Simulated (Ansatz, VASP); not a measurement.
Pt: VASP beside Ansatz

Contents of INCAR:

```
SYSTEM = Pt
ALGO = Normal
EDIFF = 1E-6
ENCUT = 500
GGA = PE
GGA_COMPAT = .False.
ISIF = 2
ISMEAR = -1
LASPH = .True.
LCHARG = .False.
LREAL = .False.
LWAVE = .False.
NBANDS = 11
NELM = 120
PREC = Accurate
SIGMA = 0.05
```

The input KPOINTS:

```
k-points
0
Gamma
  17 17 17
  0 0 0
```

The input POSCAR:

```
Pt
1.0
    0.0000000000      1.9930213853      1.9930213853
    1.9930213853      0.0000000000      1.9930213853
    1.9930213853      1.9930213853      0.0000000000
Pt
1
Direct
    0.0000000000      0.0000000000      0.0000000000
```

Input for Ansatz:

```yaml
crystal:
  lattice:
    - [0.0, 1.9930213853, 1.9930213853]
    - [1.9930213853, 0.0, 1.9930213853]
    - [1.9930213853, 1.9930213853, 0.0]
  atoms:
    - { symbol: Pt, position: [0.0, 0.0, 0.0] }
kpoints:
  mp_grid: { grid: [17, 17, 17] }
scf:
  occupations: { method: fermi_dirac, width: 0.05 }
hamiltonian:
  xc: pbe
  pseudopotentials: { kind: paw }
output:
  forces: true
  stress: true
  eigenvalues: true
```

Change from the starting cell: volume scaled by 1.012, to set the pressure.

Alike in both runs: task single point; functional PBE; k mesh 17 × 17 × 17; occupations fermi-dirac, width 0.05 eV; no spin polarisation.

|  | VASP | Ansatz |
| --- | --- | --- |
| version | VASP 6.6.1 | Ansatz 0.2.0 |
| potentials or method | VASP PAW PBE potentials, release 64 (Pt) | PAW with Ansatz's default frozen-core files, scalar-relativistic |
| plane-wave cutoff (eV) | 500 | 420 |
| valence electrons in the cell | 10 | 18 |

Ansatz gave:

| Quantity | Value |
| --- | --- |
| pressure (GPa) | -2.9 |

What did VASP give for the same quantities?

Pressure (GPa): -3.3.

The functional is the same, so the differences come from potentials, cutoffs and numerics. VASP's potentials hold 10 valence electrons a cell and Ansatz's 18, so a difference there can come from the potentials and not from the codes.

Spin-orbit coupling is off throughout.
